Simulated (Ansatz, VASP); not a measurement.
**AlGa3N4: VASP beside Ansatz**

```
CELL_PARAMETERS angstrom
4.42250 0.00000 0.00000
0.00000 4.42250 0.00000
0.00000 0.00000 4.42250
ATOMIC_POSITIONS crystal
Al 0.00000 0.00000 0.00000
Ga 0.50000 0.50000 0.00000
Ga 0.50000 0.00000 0.50000
Ga 0.00000 0.50000 0.50000
N 0.75503 0.75503 0.24497
N 0.75503 0.24497 0.75503
N 0.24497 0.75503 0.75503
N 0.24497 0.24497 0.24497
```

Alike in both runs: functional PBEsol; k mesh 6 × 6 × 6; occupations gaussian, width 0.02 eV; no spin polarisation.

Ansatz relaxed the structure, and its values are those at the end. VASP's run is a single point on that final structure, the one shown.

|  | VASP | Ansatz |
| --- | --- | --- |
| version | VASP 6.6.1 | Ansatz 0.2.0 |
| potentials or method | VASP PAW PBE potentials, release 64 (Al, Ga_d, N), cutoff 520 eV | scalar-relativistic, plane waves, PAW |
| valence electrons in the cell | 62 | 62 |

VASP gave:

```
gap on the k mesh at the Fermi level (eV) : 2.52
least direct gap on the mesh (eV)         : 2.52
pressure (GPa)                            : 6.0
```

Question: Which values does Ansatz return?

Answer: gap on the k mesh at the Fermi level (eV): 2.50; least direct gap on the mesh (eV): 2.50; pressure (GPa): 6.2.

VASP's potentials were made for PBE, not for PBEsol. Ansatz's warnings: stress scf threshold loose.
